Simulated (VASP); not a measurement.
# LuBe4 (Im-3m) in VASP: density of states with PBE

Aim: the density of states of LuBe4 with PBE.

Everything below comes from runs of VASP 6.6.1. Logs are shortened: lines on timing, memory, paths and dates and some standing lists are left out, and cuts for length are marked.

## Step 1: The cell of the first run

It takes space group Im-3m (No. 229, cubic). Conventional cell: a = 5.988 Å, b = 5.988 Å, c = 5.988 Å, α = 90.00°, β = 90.00°, γ = 90.00°. Lu (site symmetry m-3m) has 8 Be at 2.59 Å within 3.4 Å. Be (site symmetry -3m) has 2 Lu at 2.59 Å and 6 Be at 2.99 Å within 3.4 Å.

## Step 2: Density of states, PBE

The input, POSCAR:

```
LuBe4
1.0
   -2.9940015953      2.9940015953      2.9940015953
    2.9940015953     -2.9940015953      2.9940015953
    2.9940015953      2.9940015953     -2.9940015953
Lu Be
1 4
Direct
    0.0000000000      0.0000000000      0.0000000000
    0.0000000000      0.0000000000      0.5000000000
    0.5000000000      0.0000000000      0.0000000000
    0.5000000000      0.5000000000      0.5000000000
    0.0000000000      0.5000000000      0.0000000000
```

The input, INCAR.step1:

```
SYSTEM = LuBe4
PREC = Accurate
ENCUT = 520
EDIFF = 1E-6
ISMEAR = 0
SIGMA = 0.1
LREAL = .FALSE.
LASPH = .TRUE.
NELM = 100
ALGO = Normal
ISIF = 2
LWAVE = .FALSE.
LCHARG = .TRUE.
GGA = PE
NBANDS = 24
```

The input, KPOINTS.step1:

```
regular mesh
0
G
  10 10 10
  0 0 0
```

The input, INCAR.step2:

```
SYSTEM = LuBe4
PREC = Accurate
ENCUT = 520
EDIFF = 1E-6
ISMEAR = -5
SIGMA = 0.1
LREAL = .FALSE.
LASPH = .TRUE.
NELM = 100
ALGO = Normal
ISIF = 2
LWAVE = .FALSE.
LCHARG = .FALSE.
GGA = PE
LORBIT = 11
NEDOS = 1001
ICHARG = 11
```

The input, KPOINTS.step2:

```
regular mesh
0
G
  15 15 15
  0 0 0
```

Potentials or basis: VASP PAW PBE potentials, release 64 (Lu, Be).

On the command line:

```sh
$ cat potpaw_PBE.64/Lu/POTCAR potpaw_PBE.64/Be/POTCAR > POTCAR
$ cp INCAR.step1 INCAR
$ cp KPOINTS.step1 KPOINTS
$ mpirun -np 1 vasp_std > vasp.out
$ cp INCAR.step2 INCAR
$ cp KPOINTS.step2 KPOINTS
$ mpirun -np 1 vasp_std > vasp.out
```

OUTCAR:

```text
SYSTEM = LuBe4
   PREC = Accurate
   ENCUT = 520
   EDIFF = 1E-6
   ISMEAR = -5
   LREAL = .FALSE.
   LASPH = .TRUE.
   NELM = 100
   ISIF = 2
   GGA = PE
   LORBIT = 11
   ICHARG = 11

 ion  position               nearest neighbor table
   1  0.000  0.000  0.000-   2 2.59   3 2.59   4 2.59   5 2.59   2 2.59   5 2.59   3 2.59   4 2.59

   2  0.000  0.000  0.500-   1 2.59   1 2.59
   3  0.500  0.000  0.000-   1 2.59   1 2.59
   4  0.500  0.500  0.500-   1 2.59   1 2.59
   5  0.000  0.500  0.000-   1 2.59   1 2.59

  LATTYP: Found a body centered cubic cell.
 ALAT       =     5.9880031906

  Lattice vectors:

 A1 = (  -2.9940015953,   2.9940015953,   2.9940015953)
 A2 = (   2.9940015953,  -2.9940015953,   2.9940015953)
 A3 = (   2.9940015953,   2.9940015953,  -2.9940015953)

Analysis of symmetry for initial positions (statically):
=====================================================================
 Subroutine PRICEL returns:
 Original cell was already a primitive cell.

 Routine SETGRP: Setting up the symmetry group for a
 body centered cubic supercell.

 Subroutine GETGRP returns: Found 48 space group operations
 (whereof 48 operations were pure point group operations)
 out of a pool of 48 trial point group operations.

The static configuration has the point symmetry O_h .

Analysis of symmetry for dynamics (positions and initial velocities):
=====================================================================
 Subroutine PRICEL returns:
 Original cell was already a primitive cell.

 Routine SETGRP: Setting up the symmetry group for a
 body centered cubic supercell.

 Subroutine GETGRP returns: Found 48 space group operations
 (whereof 48 operations were pure point group operations)
 out of a pool of 48 trial point group operations.

The dynamic configuration has the point symmetry O_h .

 Subroutine INISYM returns: Found 48 space group operations
 (whereof 48 operations are pure point group operations),
 and found     1 'primitive' translations

----------------------------------------------------------------------------------------

                                     Primitive cell

  volume of cell :     107.3535

  direct lattice vectors                    reciprocal lattice vectors
    -2.994001595  2.994001595  2.994001595     0.000000000  0.167000579  0.167000579
     2.994001595 -2.994001595  2.994001595     0.167000579  0.000000000  0.167000579
     2.994001595  2.994001595 -2.994001595     0.167000579  0.167000579  0.000000000

  length of vectors
     5.185762881  5.185762881  5.185762881     0.236174484  0.236174484  0.236174484

  position of ions in fractional coordinates (direct lattice)
     0.000000000  0.000000000  0.000000000
     0.000000000  0.000000000  0.500000000
     0.500000000  0.000000000  0.000000000
     0.500000000  0.500000000  0.500000000
     0.000000000  0.500000000  0.000000000

  ion indices of the primitive-cell ions
   primitive index   ion index
                 1           1
                 2           2
                 3           3
                 4           4
                 5           5

----------------------------------------------------------------------------------------

 KPOINTS: regular mesh

Automatic generation of k-mesh.
 Grid dimensions read from file:
 generate k-points for:   15   15   15

 Generating k-lattice:

  Cartesian coordinates                     Fractional coordinates (reciprocal lattice)
     0.000000000  0.011133372  0.011133372     0.066666667  0.000000000  0.000000000
     0.011133372  0.000000000  0.011133372     0.000000000  0.066666667  0.000000000
     0.011133372  0.011133372  0.000000000     0.000000000  0.000000000  0.066666667

  Length of vectors
     0.015744966  0.015744966  0.015744966

  Shift w.r.t. Gamma in fractional coordinates (k-lattice)
     0.000000000  0.000000000  0.000000000

 TETIRR: Found   3891 inequivalent tetrahedra from    20250

 Subroutine IBZKPT returns following result:
 ===========================================

 Found    120 irreducible k-points:

 Following reciprocal coordinates:
            Coordinates               Weight
  0.000000  0.000000  0.000000      1.000000
  0.066667  0.000000  0.000000     12.000000
  0.133333  0.000000  0.000000     12.000000
  0.200000  0.000000  0.000000     12.000000
  0.266667  0.000000  0.000000     12.000000
  0.333333  0.000000  0.000000     12.000000
[... 16 lines left out ...]
  0.333333  0.200000 -0.000000     48.000000
  0.400000  0.200000  0.000000     24.000000
 [... further k-points ...]
   k-points           NKPTS =    120   k-points in BZ     NKDIM =    120   number of bands    NBANDS=     20
   number of dos      NEDOS =   1001   number of ions     NIONS =      5
   total plane-waves  NPLWV =  64000
   dimension x,y,z NGX =    40 NGY =   40 NGZ =   40
   dimension x,y,z NGXF=    80 NGYF=   80 NGZF=   80
   ions per type =               1   4
   NGX,Y,Z   is equivalent  to a cutoff of  12.82, 12.82, 12.82 a.u.
   NGXF,Y,Z  is equivalent  to a cutoff of  25.65, 25.65, 25.65 a.u.
 SYSTEM =  LuBe4
   PREC   = accura    normal or accurate (medium, high low for compatibility)
   ISTART =      0    job   : 0-new  1-cont  2-samecut
   ICHARG =     11    charge: 1-file 2-atom 10-const
   ISPIN  =      1    spin polarized calculation?
   LNONCOLLINEAR =      F non collinear calculations
   LSORBIT =      F    spin-orbit coupling
   LASPH  =      T    aspherical Exc in radial PAW
   ENCUT  =  520.0 eV  38.22 Ry    6.18 a.u.   9.64  9.64  9.64*2*pi/ulx,y,z
   NELM   =    100;   NELMIN=  2; NELMDL=  0     # of ELM steps
   EDIFF  = 0.1E-05   stopping-criterion for ELM
   LREAL  =      F    real-space projection
   EDIFFG = 0.1E-04   stopping-criterion for IOM
   NSW    =      0    number of steps for IOM
   IBRION =     -1    ionic relax: 0-MD 1-quasi-New 2-CG
   NFREE  =      0    steps in history (QN), initial steepest desc. (CG)
   ISIF   =      2    stress and relaxation
   ISYM   =      2    0-nonsym 1-usesym 2-fastsym
   POTIM  = 0.5000    time-step for ionic-motion
   TEBEG  =    0.0;   TEEND  =   0.0 temperature during run
   PSTRESS=    0.0 pullay stress
   NELECT =      33.0000    total number of electrons
   NUPDOWN=      -1.0000    fix difference up-down
   EMIN   =  10.00;   EMAX   =-10.00  energy-range for DOS
   EFERMI =   0.00;   METHOD = LEGACY
   ISMEAR =    -5;   SIGMA  =   0.10  broadening in eV -4-tet -1-fermi 0-gaus
   EFERMI_NEDOS =   21; number of points for ismear=-14 and -15
   IALGO  =     38    algorithm
   IMIX   =      4    mixing-type and parameters
     AMIX     =   0.40;   BMIX     =  1.00
     AMIX_MAG =   1.60;   BMIX_MAG =  1.00
  volume/ion in A,a.u.               =      21.47       144.89
  Fermi-wavevector in a.u.,A,eV,Ry     =   1.104861  2.087884 16.608860  1.220717
  Thomas-Fermi vector in A             =   2.241339
   LORBIT       =     11    0 simple, 1 ext, 2 COOP (PROOUT), +10 PAW based schemes
   GGA     = PE    functional components
   LHFCALC =     F    Hartree Fock is set to
   AEXX    =    0.0000 exact exchange contribution
   IVDW    =     0    specifies the selected vdW correction
   LEPSILON=     F    determine dielectric tensor
   LRPA    =     F    only Hartree local field effects (RPA)
 non-spin polarized calculation
 Fermi weights with tetrahedron method with Bloechl corrections
  energy-cutoff  :      520.00
  volume of cell :      107.35
 maximum number of plane-waves:      2925

 number of electron      33.0000001 magnetization

 Free energy of the ion-electron system (eV)
  ---------------------------------------------------
  ext. energy  EPLUGINS =         0.00000000
  ---------------------------------------------------
  free energy    TOTEN  =       -10.61731050 eV

  energy without entropy =      -10.61731050  energy(sigma->0) =      -10.61731050

 E-fermi :   0.9055     XC(G=0):  -8.4448

 val. band max:        0.9439394558   @ k =  -0.3333   0.3333   0.3333
 cond. band min:       0.8861313206   @ k =  -0.4667   0.4667   0.2000
 fundamental gap:     -0.0578081352
 Fermi energy:         0.9055192360

 k-point     1 :       0.0000    0.0000    0.0000
  band No.  band energies     occupation
      1     -54.6518      2.00000
      2     -25.4041      2.00000
      3     -25.4041      2.00000
      4     -25.4041      2.00000
      5      -5.2166      2.00000
      6      -3.6248      2.00000
[... 12 lines left out ...]
     19       1.7666      0.00000
     20       1.7666      0.00000

 k-point     2 :       0.0667    0.0000    0.0000
  band No.  band energies     occupation
      1     -54.6518      2.00000
      2     -25.4041      2.00000
      3     -25.4041      2.00000
      4     -25.4041      2.00000
      5      -5.1811      2.00000
      6      -3.6248      2.00000
[... 12 lines left out ...]
     19       1.6924      0.00000
     20       1.7283      0.00000

 k-point     3 :       0.1333    0.0000    0.0000
  band No.  band energies     occupation
      1     -54.6518      2.00000
      2     -25.4041      2.00000
      3     -25.4040      2.00000
      4     -25.4040      2.00000
      5      -5.0751      2.00000
      6      -3.6248      2.00000
[... 12 lines left out ...]
     19       1.5933      0.00000
     20       1.6623      0.00000

 k-point     4 :       0.2000    0.0000    0.0000
  band No.  band energies     occupation
      1     -54.6519      2.00000
      2     -25.4040      2.00000
      3     -25.4038      2.00000
      4     -25.4038      2.00000
      5      -4.9006      2.00000
      6      -3.6248      2.00000
[... 12 lines left out ...]
     19       1.5684      0.00000
     20       1.6615      0.00000

 k-point     5 :       0.2667    0.0000    0.0000
  band No.  band energies     occupation
      1     -54.6519      2.00000
      2     -25.4039      2.00000
      3     -25.4036      2.00000
      4     -25.4036      2.00000
      5      -4.6618      2.00000
      6      -3.6249      2.00000
[... 12 lines left out ...]
     19       1.6088      0.00000
     20       1.7106      0.00000

 k-point     6 :       0.3333    0.0000    0.0000
  band No.  band energies     occupation
      1     -54.6519      2.00000
      2     -25.4039      2.00000
      3     -25.4034      2.00000
      4     -25.4033      2.00000
      5      -4.3668      2.00000
      6      -3.6249      2.00000
[... 12 lines left out ...]
     19       1.6826      0.00000
     20       1.7799      0.00000

 k-point     7 :       0.4000    0.0000    0.0000
  band No.  band energies     occupation
      1     -54.6519      2.00000
      2     -25.4038      2.00000
      3     -25.4032      2.00000
      4     -25.4032      2.00000
      5      -4.0369      2.00000
      6      -3.6250      2.00000
[... 12 lines left out ...]
     19       1.7579      0.00000
     20       1.8483      0.00000
[... 277 lines left out ...]
 k-point    20 :       0.4000    0.1333    0.0000
  band No.  band energies     occupation
      1     -54.6519      2.00000
      2     -25.4037      2.00000
      3     -25.4031      2.00000
      4     -25.4031      2.00000
      5      -3.6576      2.00000
      6      -3.6222      2.00000
[... 12 lines left out ...]
     19       1.7161      0.00000
     20       1.8874      0.00000

 k-point    21 :       0.2000    0.2000    0.0000
  band No.  band energies     occupation
      1     -54.6519      2.00000
      2     -25.4037      2.00000
      3     -25.4035      2.00000
      4     -25.4033      2.00000
      5      -4.2972      2.00000
      6      -3.6249      2.00000
[... 12 lines left out ...]
     19       1.3937      0.00000
     20       2.2433      0.00000

 k-point    22 :       0.2667    0.2000   -0.0000
  band No.  band energies     occupation
      1     -54.6519      2.00000
      2     -25.4037      2.00000
      3     -25.4033      2.00000
      4     -25.4031      2.00000
      5      -3.9867      2.00000
      6      -3.6248      2.00000
[... 12 lines left out ...]
     19       1.4153      0.00000
     20       2.1255      0.00000

 k-point    23 :       0.3333    0.2000   -0.0000
  band No.  band energies     occupation
      1     -54.6519      2.00000
      2     -25.4036      2.00000
      3     -25.4032      2.00000
      4     -25.4031      2.00000
      5      -3.6742      2.00000
      6      -3.6224      2.00000
[... 12 lines left out ...]
     19       1.5195      0.00000
     20       1.9374      0.00000

 k-point    24 :       0.4000    0.2000    0.0000
  band No.  band energies     occupation
      1     -54.6519      2.00000
      2     -25.4036      2.00000
      3     -25.4031      2.00000
      4     -25.4031      2.00000
      5      -3.6271      2.00000
      6      -3.6031      2.00000
[... 12 lines left out ...]
     19       1.6508      0.00000
     20       1.7790      0.00000

 [... further k-points ...]
[... 5 lines left out ...]
  --------------------------------------------------------------------------------------
  -------------------------------------------------------------------------------------
  Total       -0.0321187     -0.0321187     -0.0321187     -0.0000000      0.0000000     -0.0000000
  in kB       -0.4793501     -0.4793501     -0.4793501     -0.0000000      0.0000000     -0.0000000
  external PRESSURE =      -0.4793501 kB  Pullay stress =       0.0000000 kB

 VOLUME and BASIS-vectors are now :
 -----------------------------------------------------------------------------
  energy-cutoff  :      520.00
  volume of cell :      107.35
      direct lattice vectors                 reciprocal lattice vectors
    -2.994001595  2.994001595  2.994001595     0.000000000  0.167000579  0.167000579
     2.994001595 -2.994001595  2.994001595     0.167000579  0.000000000  0.167000579
     2.994001595  2.994001595 -2.994001595     0.167000579  0.167000579  0.000000000

 POSITION                                       TOTAL-FORCE (eV/Angst)
 -----------------------------------------------------------------------------------
      0.00000      0.00000      0.00000         0.000000     -0.000000     -0.000000
      1.49700      1.49700     -1.49700        -0.000000      0.000000      0.000000
     -1.49700      1.49700      1.49700        -0.000000     -0.000000      0.000000
      1.49700      1.49700      1.49700         0.000000     -0.000000     -0.000000
      1.49700     -1.49700      1.49700         0.000000      0.000000     -0.000000
 -----------------------------------------------------------------------------------
    total drift:                               -0.000000     -0.000000     -0.000000

  FREE ENERGIE OF THE ION-ELECTRON SYSTEM (eV)
  ---------------------------------------------------
  free  energy   TOTEN  =       -10.6173104986 eV

  energy  without entropy=      -10.6173104986  energy(sigma->0) =      -10.61731050

 total charge

# of ion       s       p       d       f       tot
--------------------------------------------------
    1        2.386   6.075   1.078  13.937  23.476
    2        0.504   0.294   0.000   0.000   0.798
    3        0.504   0.294   0.000   0.000   0.798
    4        0.504   0.294   0.000   0.000   0.798
    5        0.504   0.294   0.000   0.000   0.798
--------------------------------------------------
tot          4.401   7.250   1.078  13.937  26.666
```

It took 3.9 min on 1 thread of Intel Xeon Platinum 8259CL at 2.50GHz (Skylake/Cascade Lake), shared host; peak memory 0.43 GiB.

What came out:

| Quantity | Value |
| --- | --- |
| Valence electrons inside the program's atomic spheres | Lu 23.48; Be 0.80 |

Levels at points of the mesh, in eV from the Fermi level:
```tsv
k point	band 12	band 13	band 14	band 15	band 16	band 17	band 18	band 19	band 20
(0.00, 0.00, 0.00)	-4.50	-0.97	-0.97	-0.97	0.56	0.56	0.56	0.86	0.86
```

Caveat: the bands computed are all filled at some k points, so no gap is given; spin-orbit coupling is left out, which moves the levels of the heavy elements.
